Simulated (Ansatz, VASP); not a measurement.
**NaCl: VASP beside Ansatz**

POSCAR

```
NaCl
1.0
    3.4595458397      0.0000000000      0.0000000000
    0.0000000000      3.4595458397      0.0000000000
    0.0000000000      0.0000000000      3.4595458397
Na Cl
1 1
Direct
    0.0000000000      0.0000000000      0.0000000000
    0.5000000000      0.5000000000      0.5000000000
```

File INCAR.step1:

```
ALGO = Normal
EDIFF = 1E-4
ENCUT = 520
GGA = PE
ISMEAR = 0
LASPH = T
LCHARG = F
LREAL = F
LWAVE = T
NBANDS = 14
NELM = 60
PREC = Accurate
SIGMA = 0.01
```

File INCAR.step2:

```
ALGO = Normal
EDIFF = 1E-6
ENCUT = 520
ISIF = 2
ISMEAR = 0
ISTART = 1
LASPH = T
LCHARG = F
LMIXTAU = T
LREAL = F
LWAVE = F
METAGGA = R2SCAN
NBANDS = 14
NELM = 60
PREC = Accurate
SIGMA = 0.01
```

File KPOINTS:

```
k-points
0
Gamma
  5 5 5
```

Input for Ansatz:

```yaml
crystal:
  lattice:
    - [3.4595458397, 0.0, 0.0]
    - [0.0, 3.4595458397, 0.0]
    - [0.0, 0.0, 3.4595458397]
  atoms:
    - { symbol: Na, position: [0.0, 0.0, 0.0] }
    - { symbol: Cl, position: [0.5, 0.5, 0.5] }
kpoints:
  mp_grid: { grid: [5, 5, 5] }
hamiltonian:
  xc: r2scan
scf:
  occupations: { method: fixed }
  n_extra_bands: 4
output:
  forces: true
  stress: true
  eigenvalues: true
```

Alike in both runs: task single point; functional r2SCAN; k mesh 5 × 5 × 5; no spin polarisation.

|  | VASP | Ansatz |
| --- | --- | --- |
| version | VASP 6.6.1 | Ansatz 0.2.0 |
| potentials or method | VASP PAW PBE potentials, release 64 (Na_pv, Cl) | plane waves |
| plane-wave cutoff (eV) | 520 | 500 |
| occupations | gaussian, width 0.01 eV | fixed |
| valence electrons in the cell | 14 | 16 |

```tsv
	VASP	Ansatz	Ansatz less VASP
gap on the k mesh at the Fermi level (eV)	5.01	4.97	-0.035
pressure (GPa)	-0.3	0.0	+0.30
```

VASP's potentials were made for PBE, not for r2SCAN. VASP's potentials hold 14 valence electrons a cell and Ansatz's 16, so a difference there can come from the potentials and not from the codes.
